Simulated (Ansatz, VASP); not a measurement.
**Two plane-wave programs on ZnSe**

File INCAR:

```
PREC = Accurate
ENCUT = 520
EDIFF = 1E-8
ISMEAR = -1
SIGMA = 0.03
LREAL = F
LASPH = T
NELM = 100
ALGO = Normal
ISIF = 2
LWAVE = F
LCHARG = F
GGA = PE
LEFG = T
NBANDS = 16
```

The input KPOINTS:

```
regular mesh
0
Gamma
  8 8 8
```

POSCAR

```
ZnSe
1.0
    0.0000000000      2.8525674344      2.8525674344
    2.8525674344      0.0000000000      2.8525674344
    2.8525674344      2.8525674344      0.0000000000
Zn Se
1 1
Direct
    0.0000000000      0.0000000000      0.0000000000
    0.7500000000      0.7500000000      0.7500000000
```

Input for Ansatz:

```yaml
crystal:
  lattice:
    - [0.0, 2.8525674344, 2.8525674344]
    - [2.8525674344, 0.0, 2.8525674344]
    - [2.8525674344, 2.8525674344, 0.0]
  atoms:
    - { symbol: Zn, position: [0.0, 0.0, 0.0] }
    - { symbol: Se, position: [0.75, 0.75, 0.75] }
kpoints:
  mp_grid: { grid: [8, 8, 8] }
scf:
  occupations: { method: fermi_dirac, width: 0.03 }
hamiltonian:
  xc: pbe
  pseudopotentials: { kind: paw }
output:
  forces: true
  stress: true
  eigenvalues: true
  efg: { contact_densities: true }
  write_density: true
  write_potential: true
  elf: true
  volumetric_format: npy
```

Change from the starting cell: volume scaled by 1.02, PAW files.

Alike in both runs: task electric field gradients; functional PBE; k mesh 8 × 8 × 8; occupations fermi-dirac, width 0.03 eV; no spin polarisation.

```csv
,VASP,Ansatz
version,VASP 6.6.1,Ansatz 0.2.0
potentials or method,"VASP PAW PBE potentials, release 64 (Zn, Se)","PAW with Ansatz's default frozen-core files, scalar-relativistic"
plane-wave cutoff (eV),520,420
valence electrons in the cell,18,28
```

|  | VASP | Ansatz | Ansatz less VASP |
| --- | --- | --- | --- |
| gap on the k mesh at the Fermi level (eV) | 1.21 | 1.21 | -0.002 |
| pressure (GPa) | 1.1 | 0.9 | -0.22 |

VASP's potentials hold 18 valence electrons a cell and Ansatz's 28, so a difference there can come from the potentials and not from the codes.
